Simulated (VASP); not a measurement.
Here is a VASP 6.6.1 calculation.

Contents of INCAR:

```
PREC = Accurate
ENCUT = 600
EDIFF = 1E-6
ISMEAR = 0
SIGMA = 0.1
LREAL = False
LASPH = True
NELM = 80
ALGO = Normal
ISIF = 3
LWAVE = False
LCHARG = False
GGA = PE
IBRION = 2
NSW = 100
EDIFFG = -0.01
```

The input KPOINTS:

```
Automatic mesh
0
Gamma
  12 12 6
```

The input POSCAR:

```
Ca2Al2O
1.0
    4.8272731233      0.0000000000      0.0000000000
   -2.4136365616      4.1805411558      0.0000000000
    0.0000000000      0.0000000000      6.1239341973
Ca Al O
2 2 1
Direct
    0.3333333333      0.6666666667      0.5000000000
    0.6666666667      0.3333333333      0.5000000000
    0.3333333333      0.6666666667      0.0000000000
    0.6666666667      0.3333333333      0.0000000000
    0.0000000000      0.0000000000      0.0000000000
```

Potentials or basis: VASP PAW PBE potentials, release 64 (Ca_sv, Al, O).

Command:

```console
$ cat potpaw_PBE.64/Ca_sv/POTCAR potpaw_PBE.64/Al/POTCAR potpaw_PBE.64/O/POTCAR > POTCAR
$ mpirun -np 1 vasp_std > vasp.out
```

(1) What does it give for the space group after relaxing (to 0.1 Å)?

(2) Estimate the relaxed volume.

(3) Predict the relaxed cell.

(4) Predict the band gap on the k mesh.

Results:

(1) P6/mmm (No. 191).

(2) 24.90 Å³/atom.

(3) a = 4.849 Å, b = 4.849 Å, c = 6.114 Å, α = 90.00°, β = 90.00°, γ = 120.00°.

(4) zero (bands 16 and 17 overlap by 0.92 eV).
